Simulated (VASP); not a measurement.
Zr, 1 atom in the cell. It takes space group Fm-3m (No. 225, cubic). The conventional cell has a = 4.464 Å, b = 4.464 Å, c = 4.464 Å, α = 90.00°, β = 90.00°, γ = 90.00°. Within 4.2 Å of Zr (site symmetry m-3m) lie 12 Zr at 3.16 Å. 

* Program: VASP 6.6.1
* Task: single point
* Functional: PBEsol
* Potentials or basis: VASP PAW PBE potentials, release 64 (Zr_sv)
* Cutoff: 520 eV
* k mesh: 14 × 14 × 14
* Occupations: fermi-dirac, width 0.1 eV
* Spin: no spin polarisation
* Dipole correction: no
* Further INCAR settings: ALGO = Normal; EDIFF = 1e-06; NBANDS = 12

Potentials or basis: VASP PAW PBE potentials, release 64 (Zr_sv).

Launch:

```sh
$ cat potpaw_PBE.64/Zr_sv/POTCAR > POTCAR
$ mpirun -np 1 vasp_std > vasp.out
```

Hardware: 1 thread of Intel(R) Xeon(R) Platinum 8259CL CPU @ 2.50GHz (Skylake/Cascade Lake), with other jobs on the host.

How long does it take, and how much memory?

Wall time 22 s on 1 thread of Intel(R) Xeon(R) Platinum 8259CL CPU @ 2.50GHz (Skylake/Cascade Lake) (shared host), peak memory 0.15 GiB. Counts: scf iterations 12, k points 104.
